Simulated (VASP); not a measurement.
# V (Im-3m) in VASP: further runs

Runs on V. Level: LDA. Tasks: single point.

Everything below comes from runs of VASP 6.6.1. Logs are shortened: lines on timing, memory, paths and dates and some standing lists are left out, and cuts for length are marked.

## 1. The cell of the first run

The structure is cubic, space group Im-3m (No. 229). The conventional cell has a = 2.927 Å, b = 2.927 Å, c = 2.927 Å, α = 90.00°, β = 90.00°, γ = 90.00°. V (site symmetry m-3m) has 14 V at 2.54 to 2.93 Å within 3.3 Å.

## 2. Single point, LDA

File INCAR:

```
  ALGO = Normal
  EDIFF = 1E-6
  ENCUT = 520
  GGA = CA
  ISIF = 2
  ISMEAR = -1
  LASPH = True
  LCHARG = False
  LREAL = False
  LWAVE = False
  NBANDS = 12
  NELM = 60
  PREC = Accurate
  SIGMA = 0.1
```

File KPOINTS:

```
k-points
0
Gamma
  9 9 9
```

File POSCAR:

```
V
1.0
   -1.4636513664      1.4636513664      1.4636513664
    1.4636513664     -1.4636513664      1.4636513664
    1.4636513664      1.4636513664     -1.4636513664
V
1
Direct
    0.0000000000      0.0000000000      0.0000000000
```

Potentials or basis: VASP PAW LDA potentials, release 64 (V_sv).

The run is started by

```console
cat potpaw_LDA.64/V_sv/POTCAR > POTCAR
mpirun -np 1 vasp_std > vasp.out
```

OUTCAR:

```text
EDIFF = 1E-6
   ENCUT = 520
   GGA = CA
   ISIF = 2
   ISMEAR = -1
   LASPH = True
   LREAL = False
   NELM = 60
   PREC = Accurate

 ion  position               nearest neighbor table
   1  0.000  0.000  0.000-

  LATTYP: Found a body centered cubic cell.
 ALAT       =     2.9273027328

  Lattice vectors:

 A1 = (  -1.4636513664,   1.4636513664,   1.4636513664)
 A2 = (   1.4636513664,  -1.4636513664,   1.4636513664)
 A3 = (   1.4636513664,   1.4636513664,  -1.4636513664)

Analysis of symmetry for initial positions (statically):
=====================================================================
 Subroutine PRICEL returns:
 Original cell was already a primitive cell.

 Routine SETGRP: Setting up the symmetry group for a
 body centered cubic supercell.

 Subroutine GETGRP returns: Found 48 space group operations
 (whereof 48 operations were pure point group operations)
 out of a pool of 48 trial point group operations.

The static configuration has the point symmetry O_h .

Analysis of symmetry for dynamics (positions and initial velocities):
=====================================================================
 Subroutine PRICEL returns:
 Original cell was already a primitive cell.

 Routine SETGRP: Setting up the symmetry group for a
 body centered cubic supercell.

 Subroutine GETGRP returns: Found 48 space group operations
 (whereof 48 operations were pure point group operations)
 out of a pool of 48 trial point group operations.

The dynamic configuration has the point symmetry O_h .

 Subroutine INISYM returns: Found 48 space group operations
 (whereof 48 operations are pure point group operations),
 and found     1 'primitive' translations

----------------------------------------------------------------------------------------

                                     Primitive cell

  volume of cell :      12.5422

  direct lattice vectors                    reciprocal lattice vectors
    -1.463651366  1.463651366  1.463651366     0.000000000  0.341611405  0.341611405
     1.463651366 -1.463651366  1.463651366     0.341611405  0.000000000  0.341611405
     1.463651366  1.463651366 -1.463651366     0.341611405  0.341611405  0.000000000

  length of vectors
     2.535118531  2.535118531  2.535118531     0.483111482  0.483111482  0.483111482

  position of ions in fractional coordinates (direct lattice)
     0.000000000  0.000000000  0.000000000

  ion indices of the primitive-cell ions
   primitive index   ion index
                 1           1

----------------------------------------------------------------------------------------

 KPOINTS: k-points

Automatic generation of k-mesh.
 Grid dimensions read from file:
 generate k-points for:    9    9    9

 Generating k-lattice:

  Cartesian coordinates                     Fractional coordinates (reciprocal lattice)
     0.000000000  0.037956823  0.037956823     0.111111111  0.000000000  0.000000000
     0.037956823  0.000000000  0.037956823     0.000000000  0.111111111  0.000000000
     0.037956823  0.037956823  0.000000000     0.000000000  0.000000000  0.111111111

  Length of vectors
     0.053679054  0.053679054  0.053679054

  Shift w.r.t. Gamma in fractional coordinates (k-lattice)
     0.000000000  0.000000000  0.000000000

 Subroutine IBZKPT returns following result:
 ===========================================

 Found     35 irreducible k-points:

 Following reciprocal coordinates:
            Coordinates               Weight
  0.000000  0.000000  0.000000      1.000000
  0.111111  0.000000  0.000000     12.000000
  0.222222  0.000000  0.000000     12.000000
  0.333333  0.000000  0.000000     12.000000
  0.444444  0.000000  0.000000     12.000000
  0.111111  0.111111  0.000000     24.000000
[... 16 lines left out ...]
 -0.333333  0.444444  0.111111     48.000000
 -0.444444 -0.444444  0.111111     24.000000
 [... further k-points ...]
   k-points           NKPTS =     35   k-points in BZ     NKDIM =     35   number of bands    NBANDS=     12
   number of dos      NEDOS =    301   number of ions     NIONS =      1
   total plane-waves  NPLWV =   8000
   dimension x,y,z NGX =    20 NGY =   20 NGZ =   20
   dimension x,y,z NGXF=    40 NGYF=   40 NGZF=   40
   ions per type =               1
   NGX,Y,Z   is equivalent  to a cutoff of  13.12, 13.12, 13.12 a.u.
   NGXF,Y,Z  is equivalent  to a cutoff of  26.23, 26.23, 26.23 a.u.
 SYSTEM =  unknown system
   PREC   = accura    normal or accurate (medium, high low for compatibility)
   ISTART =      0    job   : 0-new  1-cont  2-samecut
   ICHARG =      2    charge: 1-file 2-atom 10-const
   ISPIN  =      1    spin polarized calculation?
   LNONCOLLINEAR =      F non collinear calculations
   LSORBIT =      F    spin-orbit coupling
   LASPH  =      T    aspherical Exc in radial PAW
   ENCUT  =  520.0 eV  38.22 Ry    6.18 a.u.   4.71  4.71  4.71*2*pi/ulx,y,z
   NELM   =     60;   NELMIN=  2; NELMDL= -5     # of ELM steps
   EDIFF  = 0.1E-05   stopping-criterion for ELM
   LREAL  =      F    real-space projection
   EDIFFG = 0.1E-04   stopping-criterion for IOM
   NSW    =      0    number of steps for IOM
   IBRION =     -1    ionic relax: 0-MD 1-quasi-New 2-CG
   NFREE  =      0    steps in history (QN), initial steepest desc. (CG)
   ISIF   =      2    stress and relaxation
   ISYM   =      2    0-nonsym 1-usesym 2-fastsym
   POTIM  = 0.5000    time-step for ionic-motion
   TEBEG  =    0.0;   TEEND  =   0.0 temperature during run
   PSTRESS=    0.0 pullay stress
   NELECT =      13.0000    total number of electrons
   NUPDOWN=      -1.0000    fix difference up-down
   EMIN   =  10.00;   EMAX   =-10.00  energy-range for DOS
   EFERMI =   0.00;   METHOD = LEGACY
   ISMEAR =    -1;   SIGMA  =   0.10  broadening in eV -4-tet -1-fermi 0-gaus
   EFERMI_NEDOS =   21; number of points for ismear=-14 and -15
   IALGO  =     38    algorithm
   IMIX   =      4    mixing-type and parameters
     AMIX     =   0.40;   BMIX     =  1.00
     AMIX_MAG =   1.60;   BMIX_MAG =  1.00
  volume/ion in A,a.u.               =      12.54        84.64
  Fermi-wavevector in a.u.,A,eV,Ry     =   1.656781  3.130861 37.346926  2.744922
  Thomas-Fermi vector in A             =   2.744646
   LORBIT       =      0    0 simple, 1 ext, 2 COOP (PROOUT), +10 PAW based schemes
   GGA     = CA    functional components
   LHFCALC =     F    Hartree Fock is set to
   AEXX    =    0.0000 exact exchange contribution
   IVDW    =     0    specifies the selected vdW correction
   LEPSILON=     F    determine dielectric tensor
   LRPA    =     F    only Hartree local field effects (RPA)
 non-spin polarized calculation
  energy-cutoff  :      520.00
  volume of cell :       12.54
 maximum number of plane-waves:       350
   NGX =  9   NGY =  9   NGZ =  9

 number of electron      13.0000011 magnetization

 Free energy of the ion-electron system (eV)
  ---------------------------------------------------
  ext. energy  EPLUGINS =         0.00000000
  ---------------------------------------------------
  free energy    TOTEN  =        -9.97940563 eV

  energy without entropy =       -9.93168237  energy(sigma->0) =       -9.95554400

 E-fermi :  10.4798     XC(G=0): -13.6199

 val. band max:       10.4433400029   @ k =   0.2222   0.0000   0.0000
 cond. band min:      10.4829678823   @ k =  -0.2222   0.2222   0.1111
 fundamental gap:      0.0396278794
 Fermi energy:        10.4797885932

 k-point     1 :       0.0000    0.0000    0.0000
  band No.  band energies     occupation
      1     -52.4553      2.00000
      2     -26.0249      2.00000
      3     -26.0249      2.00000
      4     -26.0249      2.00000
      5       3.7521      2.00000
      6      10.8225      0.06289
      7      10.8225      0.06289
      8      10.8226      0.06289
      9      13.0059      0.00000
     10      13.0059      0.00000
     11      31.4983      0.00000
     12      31.4983      0.00000

 k-point     2 :       0.1111    0.0000    0.0000
  band No.  band energies     occupation
      1     -52.4236      2.00000
      2     -26.1672      2.00000
      3     -26.0676      2.00000
      4     -26.0262      2.00000
      5       4.2757      2.00000
      6      10.5948      0.48095
      7      10.7560      0.11880
      8      11.2123      0.00132
      9      12.7735      0.00000
     10      13.0229      0.00000
     11      30.7695      0.00000
     12      31.3916      0.00000

 k-point     3 :       0.2222    0.0000    0.0000
  band No.  band energies     occupation
      1     -52.3427      2.00000
      2     -26.5190      2.00000
      3     -26.1745      2.00000
      4     -26.0295      2.00000
      5       5.6138      2.00000
      6      10.0571      1.97123
      7      10.4433      1.18025
      8      12.2810      0.00000
      9      12.6204      0.00000
     10      13.0998      0.00000
     11      28.3470      0.00000
     12      30.1787      0.00000
[... 286 lines left out ...]
 k-point    23 :      -0.3333    0.4444    0.1111
  band No.  band energies     occupation
      1     -52.1624      2.00000
      2     -26.9725      2.00000
      3     -26.5005      2.00000
      4     -26.2045      2.00000
      5       7.9403      2.00000
      6       9.3549      1.99997
      7      10.2314      1.84594
      8      12.3012      0.00000
      9      13.8812      0.00000
     10      15.7270      0.00000
     11      23.6351      0.00000
     12      26.0338      0.00000

 k-point    24 :      -0.4444   -0.4444    0.1111
  band No.  band energies     occupation
      1     -52.1338      2.00000
      2     -27.0595      2.00000
      3     -26.5592      2.00000
      4     -26.2039      2.00000
      5       7.8946      2.00000
      6       9.8021      1.99772
      7       9.8082      1.99758
      8      12.4570      0.00000
      9      14.3248      0.00000
     10      17.2438      0.00000
     11      21.3950      0.00000
     12      25.4457      0.00000

 [... further k-points ...]

------------------------ aborting loop because EDIFF is reached ----------------------------------------

  FORCE on cell =-STRESS in cart. coord.  units (eV):
  Direction    XX          YY          ZZ          XY          YZ          ZX
  --------------------------------------------------------------------------------------
  -------------------------------------------------------------------------------------
  Total       -0.0215316     -0.0215316     -0.0215316      0.0000000      0.0000000      0.0000000
  in kB       -2.7505175     -2.7505175     -2.7505175      0.0000000      0.0000000      0.0000000
  external PRESSURE =      -2.7505175 kB  Pullay stress =       0.0000000 kB

 VOLUME and BASIS-vectors are now :
 -----------------------------------------------------------------------------
  energy-cutoff  :      520.00
  volume of cell :       12.54
      direct lattice vectors                 reciprocal lattice vectors
    -1.463651366  1.463651366  1.463651366     0.000000000  0.341611405  0.341611405
     1.463651366 -1.463651366  1.463651366     0.341611405  0.000000000  0.341611405
     1.463651366  1.463651366 -1.463651366     0.341611405  0.341611405  0.000000000

 POSITION                                       TOTAL-FORCE (eV/Angst)
 -----------------------------------------------------------------------------------
      0.00000      0.00000      0.00000         0.000000      0.000000      0.000000
 -----------------------------------------------------------------------------------
    total drift:                                0.000000     -0.000000      0.000000

  FREE ENERGIE OF THE ION-ELECTRON SYSTEM (eV)
  ---------------------------------------------------
  free  energy   TOTEN  =        -9.9794056318 eV

  energy  without entropy=       -9.9316823718  energy(sigma->0) =       -9.95554400
```

Wall time 7.1 s (1 thread of AMD EPYC 7R13, shared host); peak memory 0.09 GiB.

What came out:

* Free energy: -9.9794 eV
* Pressure: -0.3 GPa

## 3. Single point, LDA

File INCAR:

```
PREC = Accurate ; ENCUT = 520
EDIFF = 1E-6 ; ISMEAR = -1
SIGMA = 0.1 ; LREAL = F
LASPH = T ; NELM = 80
ALGO = Normal ; ISIF = 2
LWAVE = F ; LCHARG = F
GGA = CA ; NBANDS = 12
```

File KPOINTS:

```
regular mesh
0
Gamma
  12 12 12
```

POSCAR is that of step 2.

Potentials or basis: VASP PAW LDA potentials, release 64 (V_sv).

The run is started by

```console
cat potpaw_LDA.64/V_sv/POTCAR > POTCAR
mpirun -np 1 vasp_std > vasp.out
```

Wall time 10 s (1 thread of AMD EPYC 7R13, shared host); peak memory 0.09 GiB.

The run converged. Its results:

| Property | Result |
| --- | --- |
| Free energy | -9.9753 eV |
| Pressure | 0.2 GPa |

Levels at points of the mesh, in eV from the Fermi level:
```
           k point  band 3  band 4  band 5  band 6  band 7  band 8  band 9  band 10
(0.00, 0.00, 0.00)  -36.47  -36.47   -6.68    0.38    0.38    0.38    2.57     2.57
(0.50, 0.00, 0.00)  -36.82  -36.48   -3.45   -1.32    2.00    2.60    2.98     4.52
(0.50, 0.50, 0.50)  -37.25  -37.25   -3.38   -3.38    4.07    4.07    4.07    10.89
```

## 4. Single point, LDA

File INCAR:

```
SYSTEM = V
PREC     = Accurate       ! precision mode
ENCUT    = 520            ! plane-wave cutoff, eV
EDIFF    = 1E-6           ! SCF threshold, eV
ISMEAR   = -1             ! smearing method
SIGMA    = 0.1            ! smearing width, eV
LREAL    = .FALSE.        ! projectors in reciprocal space
LASPH    = .TRUE.         ! aspherical terms in the spheres
NELM     = 100            ! most SCF steps
ALGO     = Normal         ! electronic algorithm
ISIF     = 2              ! what is computed and relaxed
LWAVE    = .FALSE.        ! write WAVECAR
LCHARG   = .TRUE.         ! write CHGCAR
LELF     = .TRUE.         ! ELF
LVHAR    = .TRUE.       
NBANDS   = 12             ! bands
```

File KPOINTS:

```
Automatic mesh
0
G
  15 15 15
  0 0 0
```

POSCAR is that of step 3.

The run is started by

```console
cat potpaw_LDA.64/V_sv/POTCAR > POTCAR
mpirun -np 1 vasp_std > vasp.out
```

Wall time 19 s (1 thread of AMD EPYC 7R13, shared host); peak memory 0.1 GiB.

Results (log left out):

* Free energy: -9.9771 eV
* Pressure: 0.5 GPa

Levels at points of the mesh, in eV from the Fermi level:
```
           k point  band 4  band 5  band 6  band 7  band 8  band 9
(0.00, 0.00, 0.00)  -36.48   -6.68    0.38    0.38    0.38    2.56
```

## 5. Summary

```tsv
k mesh	gap on the mesh (eV)	pressure (GPa)
9 × 9 × 9	none	-0.3
12 × 12 × 12	none	0.2
15 × 15 × 15	none	0.5
```

Alike in all rows: task single point; level LDA; potentials or basis VASP PAW LDA potentials, release 64 (V_sv); no spin polarisation; cell as given; cutoff (eV) 520; smearing fermi-dirac 0.1 eV.

Every run on the cell as given and a fine mesh finds a metal.

Absolute energies hang on the potentials; compare differences alone.
